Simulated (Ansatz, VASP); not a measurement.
One calculation of MgSiC2, two programs

```xyz
4
Lattice="1.5036 0.8681 5.1419 -1.5036 0.8681 5.1419 0.0000 -1.7362 5.1419" Properties=species:S:1:pos:R:3 pbc="T T T"
Mg    0.0000    0.0000    7.7128
Si    0.0000    0.0000    0.0000
C     0.0000    0.0000    4.0890
C     0.0000    0.0000   11.3366
```

Change from the starting cell: species swapped into the YScS2 type (R-3m, No. 166).

Alike in both runs: functional PBE; k mesh 6 × 6 × 6; occupations gaussian, width 0.1 eV; no spin polarisation.

Ansatz relaxed the structure, and its values are those at the end. VASP's run is a single point on that final structure, the one shown.

```csv
,VASP,Ansatz
version,VASP 6.6.1,Ansatz 0.2.0
potentials or method,"VASP PAW PBE potentials, release 64 (Mg, Si, C), cutoff 520 eV","scalar-relativistic, plane waves, PAW"
valence electrons in the cell,14,22
```

```csv
,VASP,Ansatz,Ansatz less VASP
gap on the k mesh at the Fermi level (eV),none,none,-
pressure (GPa),-0.3,-0.2,+0.12
rms of the force components (eV/Å),0.008,0.001,-0.0063
```

A gap of «none» marks a metal or a gap that the smearing closes. The functional is the same, so the differences come from potentials, cutoffs and numerics. VASP's potentials hold 14 valence electrons a cell and Ansatz's 22, so a difference there can come from the potentials and not from the codes.

The k mesh is coarse, so the values compare programs but aren't converged.
